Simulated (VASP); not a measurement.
# WSe2 (P6_3/mmc) in VASP: a series of runs

Runs on WSe2. Level: PBEsol. Tasks: single point.

Everything below comes from runs of VASP 6.6.1. Logs are shortened: lines on timing, memory, paths and dates and some standing lists are left out, and cuts for length are marked.

**The experiment to reproduce.**

“Time-resolved XUV ARPES with tunable 24–33 eV laser pulses at 30 meV resolution”, 2019, pmc:6684652 reports, for a bulk crystal of WSe2: band gap 1.3 eV (indirect).

How close the calculation comes is told below.

## (1) The cell of the first run

The structure is hexagonal, space group P6_3/mmc (No. 194). Conventional cell: a = 3.290 Å, b = 3.290 Å, c = 12.970 Å, α = 90.00°, β = 90.00°, γ = 120.00°. Within 3.3 Å of W (site symmetry -6m2) lie 6 Se at 2.53 Å and 6 W at 3.29 Å. Within 3.3 Å of Se (site symmetry 3m) lie 3 W at 2.53 Å and 6 Se at 3.29 Å.

## (2) Single point, PBEsol

Contents of INCAR:

```
SYSTEM = WSe2
ALGO = Normal
EDIFF = 1E-6
ENCUT = 520
GGA = PS
ISIF = 2
ISMEAR = 0
LASPH = .TRUE.
LCHARG = .FALSE.
LREAL = .FALSE.
LWAVE = .FALSE.
NBANDS = 35
NELM = 80
PREC = Accurate
SIGMA = 0.1
```

Contents of KPOINTS:

```
k-points
0
G
  6 6 2
  0 0 0
```

Contents of POSCAR:

```
WSe2
1.0
    3.2899984505      0.0000000000      0.0000000000
   -1.6449992252      2.8492222365      0.0000000000
    0.0000000000      0.0000000000     12.9700000000
W Se
2 4
Direct
    0.3333333333      0.6666666667      0.2500000000
    0.6666666667      0.3333333333      0.7500000000
    0.3333333333      0.6666666667      0.6210000000
    0.6666666667      0.3333333333      0.1210000000
    0.3333333333      0.6666666667      0.8790000000
    0.6666666667      0.3333333333      0.3790000000
```

Potentials or basis: VASP PAW PBE potentials, release 64 (W_sv, Se).

Run with:

```sh
> cat potpaw_PBE.64/W_sv/POTCAR potpaw_PBE.64/Se/POTCAR > POTCAR
> mpirun -np 1 vasp_std > vasp.out
```

OUTCAR:

```text
SYSTEM = WSe2
   EDIFF = 1E-6
   ENCUT = 520
   GGA = PS
   ISIF = 2
   ISMEAR = 0
   LASPH = .TRUE.
   LREAL = .FALSE.
   NELM = 80
   PREC = Accurate

 ion  position               nearest neighbor table
   1  0.333  0.667  0.250-   4 2.53   6 2.53   4 2.53   6 2.53   4 2.53   6 2.53
   2  0.667  0.333  0.750-   3 2.53   5 2.53   3 2.53   5 2.53   3 2.53   5 2.53
   3  0.333  0.667  0.621-   2 2.53   2 2.53   2 2.53
   4  0.667  0.333  0.121-   1 2.53   1 2.53   1 2.53
   5  0.333  0.667  0.879-   2 2.53   2 2.53   2 2.53
   6  0.667  0.333  0.379-   1 2.53   1 2.53   1 2.53

  LATTYP: Found a hexagonal cell.
 ALAT       =     3.2899984505
 C/A-ratio  =     3.9422510968

  Lattice vectors:

 A1 = (   3.2899984505,   0.0000000000,   0.0000000000)
 A2 = (  -1.6449992252,   2.8492222365,   0.0000000000)
 A3 = (   0.0000000000,   0.0000000000,  12.9700000000)

Analysis of symmetry for initial positions (statically):
=====================================================================
 Subroutine PRICEL returns:
 Original cell was already a primitive cell.

 Routine SETGRP: Setting up the symmetry group for a
 hexagonal supercell.

 Subroutine GETGRP returns: Found 24 space group operations
 (whereof 12 operations were pure point group operations)
 out of a pool of 24 trial point group operations.

The static configuration has the point symmetry D_3d.
 The point group associated with its full space group is D_6h.

Analysis of symmetry for dynamics (positions and initial velocities):
=====================================================================
 Subroutine PRICEL returns:
 Original cell was already a primitive cell.

 Routine SETGRP: Setting up the symmetry group for a
 hexagonal supercell.

 Subroutine GETGRP returns: Found 24 space group operations
 (whereof 12 operations were pure point group operations)
 out of a pool of 24 trial point group operations.

The dynamic configuration has the point symmetry D_3d.
 The point group associated with its full space group is D_6h.

 Subroutine INISYM returns: Found 24 space group operations
 (whereof 12 operations are pure point group operations),
 and found     1 'primitive' translations

----------------------------------------------------------------------------------------

                                     Primitive cell

  volume of cell :     121.5800

  direct lattice vectors                    reciprocal lattice vectors
     3.289998451  0.000000000  0.000000000     0.303951511  0.175486487  0.000000000
    -1.644999225  2.849222237  0.000000000     0.000000000  0.350972973  0.000000000
     0.000000000  0.000000000 12.970000000     0.000000000  0.000000000  0.077101002

  length of vectors
     3.289998451  3.289998450 12.970000000     0.350972973  0.350972973  0.077101002

  position of ions in fractional coordinates (direct lattice)
     0.333333333  0.666666667  0.250000000
     0.666666667  0.333333333  0.750000000
     0.333333333  0.666666667  0.621000000
     0.666666667  0.333333333  0.121000000
     0.333333333  0.666666667  0.879000000
     0.666666667  0.333333333  0.379000000

  ion indices of the primitive-cell ions
   primitive index   ion index
                 1           1
                 2           2
                 3           3
                 4           4
                 5           5
                 6           6

----------------------------------------------------------------------------------------

 KPOINTS: k-points

Automatic generation of k-mesh.
 Grid dimensions read from file:
 generate k-points for:    6    6    2

 Generating k-lattice:

  Cartesian coordinates                     Fractional coordinates (reciprocal lattice)
     0.050658585  0.029247748  0.000000000     0.166666667 -0.000000000  0.000000000
     0.000000000  0.058495496  0.000000000     0.000000000  0.166666667  0.000000000
     0.000000000  0.000000000  0.038550501     0.000000000  0.000000000  0.500000000

  Length of vectors
     0.058495496  0.058495496  0.038550501

  Shift w.r.t. Gamma in fractional coordinates (k-lattice)
     0.000000000  0.000000000  0.000000000

 Subroutine IBZKPT returns following result:
 ===========================================

 Found     14 irreducible k-points:

 Following reciprocal coordinates:
            Coordinates               Weight
  0.000000  0.000000  0.000000      1.000000
  0.166667 -0.000000  0.000000      6.000000
  0.333333 -0.000000  0.000000      6.000000
  0.500000 -0.000000  0.000000      3.000000
  0.166667  0.166667  0.000000      6.000000
  0.333333  0.166667  0.000000     12.000000
  0.333333  0.333333  0.000000      2.000000
  0.000000  0.000000  0.500000      1.000000
  0.166667 -0.000000  0.500000      6.000000
  0.333333 -0.000000  0.500000      6.000000
  0.500000 -0.000000  0.500000      3.000000
  0.166667  0.166667  0.500000      6.000000
  0.333333  0.166667  0.500000     12.000000
  0.333333  0.333333  0.500000      2.000000
   k-points           NKPTS =     14   k-points in BZ     NKDIM =     14   number of bands    NBANDS=     35
   number of dos      NEDOS =    301   number of ions     NIONS =      6
   total plane-waves  NPLWV =  55296
   dimension x,y,z NGX =    24 NGY =   24 NGZ =   96
   dimension x,y,z NGXF=    48 NGYF=   48 NGZF=  192
   ions per type =               2   4
   NGX,Y,Z   is equivalent  to a cutoff of  12.13, 12.13, 12.31 a.u.
   NGXF,Y,Z  is equivalent  to a cutoff of  24.25, 24.25, 24.61 a.u.
 SYSTEM =  WSe2
   PREC   = accura    normal or accurate (medium, high low for compatibility)
   ISTART =      0    job   : 0-new  1-cont  2-samecut
   ICHARG =      2    charge: 1-file 2-atom 10-const
   ISPIN  =      1    spin polarized calculation?
   LNONCOLLINEAR =      F non collinear calculations
   LSORBIT =      F    spin-orbit coupling
   LASPH  =      T    aspherical Exc in radial PAW
   ENCUT  =  520.0 eV  38.22 Ry    6.18 a.u.   6.12  6.12 24.12*2*pi/ulx,y,z
   NELM   =     80;   NELMIN=  2; NELMDL= -5     # of ELM steps
   EDIFF  = 0.1E-05   stopping-criterion for ELM
   LREAL  =      F    real-space projection
   EDIFFG = 0.1E-04   stopping-criterion for IOM
   NSW    =      0    number of steps for IOM
   IBRION =     -1    ionic relax: 0-MD 1-quasi-New 2-CG
   NFREE  =      0    steps in history (QN), initial steepest desc. (CG)
   ISIF   =      2    stress and relaxation
   ISYM   =      2    0-nonsym 1-usesym 2-fastsym
   POTIM  = 0.5000    time-step for ionic-motion
   TEBEG  =    0.0;   TEEND  =   0.0 temperature during run
   PSTRESS=    0.0 pullay stress
   NELECT =      52.0000    total number of electrons
   NUPDOWN=      -1.0000    fix difference up-down
   EMIN   =  10.00;   EMAX   =-10.00  energy-range for DOS
   EFERMI =   0.00;   METHOD = LEGACY
   ISMEAR =     0;   SIGMA  =   0.10  broadening in eV -4-tet -1-fermi 0-gaus
   EFERMI_NEDOS =   21; number of points for ismear=-14 and -15
   IALGO  =     38    algorithm
   IMIX   =      4    mixing-type and parameters
     AMIX     =   0.40;   BMIX     =  1.00
     AMIX_MAG =   1.60;   BMIX_MAG =  1.00
  volume/ion in A,a.u.               =      20.26       136.74
  Fermi-wavevector in a.u.,A,eV,Ry     =   1.233451  2.330885 20.699927  1.521402
  Thomas-Fermi vector in A             =   2.368181
   LORBIT       =      0    0 simple, 1 ext, 2 COOP (PROOUT), +10 PAW based schemes
   GGA     = PS    functional components
   LHFCALC =     F    Hartree Fock is set to
   AEXX    =    0.0000 exact exchange contribution
   IVDW    =     0    specifies the selected vdW correction
   LEPSILON=     F    determine dielectric tensor
   LRPA    =     F    only Hartree local field effects (RPA)
 non-spin polarized calculation
 Gauss-broadening in eV      SIGMA  =   0.10
  energy-cutoff  :      520.00
  volume of cell :      121.58
 maximum number of plane-waves:      3324
   NGX = 13   NGY = 13   NGZ = 49

 number of electron      51.9999991 magnetization

 Free energy of the ion-electron system (eV)
  ---------------------------------------------------
  ext. energy  EPLUGINS =         0.00000000
  ---------------------------------------------------
  free energy    TOTEN  =       -46.53949498 eV

  energy without entropy =      -46.53949498  energy(sigma->0) =      -46.53949498

 E-fermi :   6.5962     XC(G=0): -10.9110

 val. band max:        6.1334314182   @ k =   0.0000   0.0000   0.0000
 cond. band min:       7.0686712279   @ k =   0.1667   0.1667   0.0000
 fundamental gap:      0.9352398097
 Fermi energy:         6.5961960070

 k-point     1 :       0.0000    0.0000    0.0000
  band No.  band energies     occupation
      1     -68.1562      2.00000
      2     -68.1562      2.00000
      3     -32.4081      2.00000
      4     -32.4081      2.00000
      5     -32.2726      2.00000
      6     -32.2726      2.00000
[... 27 lines left out ...]
     34       9.0894      0.00000
     35      10.5408      0.00000

 k-point     2 :       0.1667   -0.0000    0.0000
  band No.  band energies     occupation
      1     -68.1536      2.00000
      2     -68.1536      2.00000
      3     -32.3968      2.00000
      4     -32.3968      2.00000
      5     -32.3318      2.00000
      6     -32.3318      2.00000
[... 27 lines left out ...]
     34       9.4885      0.00000
     35      12.1155      0.00000

 k-point     3 :       0.3333   -0.0000    0.0000
  band No.  band energies     occupation
      1     -68.1485      2.00000
      2     -68.1485      2.00000
      3     -32.4484      2.00000
      4     -32.4484      2.00000
      5     -32.3740      2.00000
      6     -32.3740      2.00000
[... 27 lines left out ...]
     34      10.2945      0.00000
     35      11.4461      0.00000

 k-point     4 :       0.5000   -0.0000    0.0000
  band No.  band energies     occupation
      1     -68.1459      2.00000
      2     -68.1458      2.00000
      3     -32.5058      2.00000
      4     -32.5058      2.00000
      5     -32.3626      2.00000
      6     -32.3626      2.00000
[... 27 lines left out ...]
     34      10.2871      0.00000
     35      10.4773      0.00000

 k-point     5 :       0.1667    0.1667    0.0000
  band No.  band energies     occupation
      1     -68.1498      2.00000
      2     -68.1498      2.00000
      3     -32.4086      2.00000
      4     -32.4086      2.00000
      5     -32.3797      2.00000
      6     -32.3797      2.00000
[... 258 lines left out ...]
 k-point    12 :       0.1667    0.1667    0.5000
  band No.  band energies     occupation
      1     -68.1498      2.00000
      2     -68.1498      2.00000
      3     -32.4086      2.00000
      4     -32.4086      2.00000
      5     -32.3798      2.00000
      6     -32.3798      2.00000
[... 27 lines left out ...]
     34      10.1536      0.00000
     35      12.9797      0.00000

 k-point    13 :       0.3333    0.1667    0.5000
  band No.  band energies     occupation
      1     -68.1459      2.00000
      2     -68.1459      2.00000
      3     -32.4766      2.00000
      4     -32.4766      2.00000
      5     -32.3627      2.00000
      6     -32.3627      2.00000
[... 27 lines left out ...]
     34      10.1891      0.00000
     35      11.5848      0.00000

 k-point    14 :       0.3333    0.3333    0.5000
  band No.  band energies     occupation
      1     -68.1446      2.00000
      2     -68.1446      2.00000
      3     -32.4476      2.00000
      4     -32.4476      2.00000
      5     -32.4232      2.00000
      6     -32.4232      2.00000
[... 27 lines left out ...]
     34      10.4664      0.00000
     35      12.2561      0.00000

------------------------ aborting loop because EDIFF is reached ----------------------------------------

  FORCE on cell =-STRESS in cart. coord.  units (eV):
  Direction    XX          YY          ZZ          XY          YZ          ZX
  --------------------------------------------------------------------------------------
  -------------------------------------------------------------------------------------
  Total       -0.9460386     -0.9460386     -0.0227195     -0.0000000      0.0000000      0.0000000
  in kB      -12.4668709    -12.4668709     -0.2993968     -0.0000000      0.0000000      0.0000000
  external PRESSURE =      -8.4110462 kB  Pullay stress =       0.0000000 kB

 VOLUME and BASIS-vectors are now :
 -----------------------------------------------------------------------------
  energy-cutoff  :      520.00
  volume of cell :      121.58
      direct lattice vectors                 reciprocal lattice vectors
     3.289998451  0.000000000  0.000000000     0.303951511  0.175486487  0.000000000
    -1.644999225  2.849222237  0.000000000     0.000000000  0.350972973  0.000000000
     0.000000000  0.000000000 12.970000000     0.000000000  0.000000000  0.077101002

 POSITION                                       TOTAL-FORCE (eV/Angst)
 -----------------------------------------------------------------------------------
     -0.00000      1.89948      3.24250        -0.000000      0.000000     -0.000000
      1.64500      0.94974      9.72750         0.000000     -0.000000     -0.000000
     -0.00000      1.89948      8.05437         0.000000      0.000000      0.068189
      1.64500      0.94974      1.56937        -0.000000      0.000000      0.068189
     -0.00000      1.89948     11.40063         0.000000     -0.000000     -0.068189
      1.64500      0.94974      4.91563         0.000000      0.000000     -0.068189
 -----------------------------------------------------------------------------------
    total drift:                               -0.000000      0.000000     -0.000000

  FREE ENERGIE OF THE ION-ELECTRON SYSTEM (eV)
  ---------------------------------------------------
  free  energy   TOTEN  =       -46.5394949824 eV

  energy  without entropy=      -46.5394949824  energy(sigma->0) =      -46.53949498
```

Run time: 25 s. Hardware: 1 thread of Intel Xeon 6975P-C (Granite Rapids), shared host; peak memory 0.24 GiB.

Results:

```yaml
Free_energy: -46.5395 eV
Pressure: -0.8 GPa
Largest_force: 0.068 eV/Å
Band_gap_on_the_k_mesh: 0.94 eV, indirect (least direct gap 1.51 eV)
```

Forces in eV/Å, atoms in the order of the input:
```
W    0.000  0.000  0.000
W    0.000  0.000  0.000
Se   0.000  0.000  0.068
Se   0.000  0.000  0.068
Se   0.000  0.000 -0.068
Se   0.000  0.000 -0.068
```

Stress tensor (GPa, compression positive):
```
-1.25  0.00  0.00
 0.00 -1.25  0.00
 0.00  0.00 -0.03
```

Caveat: the PAW data sets were made with another functional, which shifts forces and pressure a little; spin-orbit coupling is left out, which moves the levels of the heavy elements; this functional lacks dispersion, which binds the layers, so the pressure and a relaxed spacing across them are unreliable.

## (3) Single point, PBEsol

This run uses another cell than the first one, of 20.42 Å³/atom, 1.008 times its volume.

Contents of INCAR:

```
PREC     = Accurate       # precision mode
ENCUT    = 520            # plane-wave cutoff, eV
EDIFF    = 1E-6           # SCF threshold, eV
ISMEAR   = 0              # smearing method
SIGMA    = 0.02           # smearing width, eV
LREAL    = False          # projectors in reciprocal space
LASPH    = True           # aspherical terms in the spheres
NELM     = 100            # most SCF steps
ALGO     = Normal         # electronic algorithm
ISIF     = 2              # what is computed and relaxed
LWAVE    = False          # write WAVECAR
LCHARG   = False          # write CHGCAR
GGA      = PS             # functional
NBANDS   = 35             # bands
```

Contents of KPOINTS:

```
regular mesh
0
Gamma
  12 12 2
```

Contents of POSCAR:

```
WSe2
1.0
    3.2711504077      0.0000000000      0.0000000000
   -1.6355752039      2.8328993527      0.0000000000
    0.0000000000      0.0000000000     13.2206680790
W Se
2 4
Direct
    0.3333333333      0.6666666667      0.2500000000
    0.6666666667      0.3333333333      0.7500000000
    0.3333333333      0.6666666667      0.6233861727
    0.6666666667      0.3333333333      0.1233861727
    0.3333333333      0.6666666667      0.8766138273
    0.6666666667      0.3333333333      0.3766138273
```

Potentials or basis: VASP PAW PBE potentials, release 64 (W_sv, Se).

Run with:

```sh
> cat potpaw_PBE.64/W_sv/POTCAR potpaw_PBE.64/Se/POTCAR > POTCAR
> mpirun -np 1 vasp_std > vasp.out
```

Run time: 2 min. Hardware: 1 thread of Intel Xeon 6975P-C (Granite Rapids), shared host; peak memory 0.3 GiB.

It converged, with:

```
Free energy            : -46.5506 eV
Pressure               : 0.4 GPa
Largest force          : 0.065 eV/Å
Band gap on the k mesh : 1.04 eV, indirect (least direct gap 1.59 eV)
```

Forces in eV/Å, atoms in the order of the input:
```
W    0.000  0.000  0.000
W    0.000  0.000  0.000
Se   0.000  0.000 -0.065
Se   0.000  0.000 -0.065
Se   0.000  0.000  0.065
Se   0.000  0.000  0.065
```

Stress tensor (GPa, compression positive):
```
0.38 0.00 0.00
0.00 0.38 0.00
0.00 0.00 0.56
```

Levels at points of the mesh, in eV from the valence-band top:
| k point | band 22 | band 23 | band 24 | band 25 | band 26 | band 27 | band 28 | band 29 | band 30 | band 31 |
| --- | --- | --- | --- | --- | --- | --- | --- | --- | --- | --- |
| (0.00, 0.00, 0.00) | -1.39 | -1.39 | -1.19 | -1.09 | 0.00 | 2.80 | 2.80 | 2.84 | 2.84 | 2.92 |
| (0.50, 0.00, 0.00) | -2.36 | -1.35 | -1.23 | -1.19 | -0.99 | 2.28 | 2.31 | 2.42 | 2.78 | 3.06 |
| (0.00, 0.00, 0.50) | -1.41 | -1.41 | -1.41 | -0.24 | -0.24 | 2.81 | 2.81 | 2.81 | 2.81 | 3.02 |
| (0.50, 0.00, 0.50) | -2.47 | -1.28 | -1.28 | -1.09 | -1.09 | 2.29 | 2.29 | 2.63 | 2.63 | 3.44 |

Caveat: the PAW data sets were made with another functional, which shifts forces and pressure a little; spin-orbit coupling is left out, which moves the levels of the heavy elements; this functional lacks dispersion, which binds the layers, so the pressure and a relaxed spacing across them are unreliable.

## (4) Against experiment

Step 2. A measured gap of WSe2 is 1.3 eV (indirect; “Time-resolved XUV ARPES with tunable 24–33 eV laser pulses at 30 meV resolution”, 2019, pmc:6684652); the calculated 0.94 eV misses it by -0.36 eV. Spin-orbit coupling on Se, W is left out. The value is that of PBEsol on a finite k mesh, which can miss the band edges, without temperature or zero-point motion. Semilocal functionals fall short of measured gaps as a rule.

Step 3. Measured gap of WSe2: 1.3 eV (indirect; “Time-resolved XUV ARPES with tunable 24–33 eV laser pulses at 30 meV resolution”, 2019, pmc:6684652). This calculation gives 1.04 eV (-0.26 eV). Spin-orbit coupling on Se, W is left out. The value is that of PBEsol on a finite k mesh, which can miss the band edges, without temperature or zero-point motion. Semilocal functionals fall short of measured gaps as a rule.
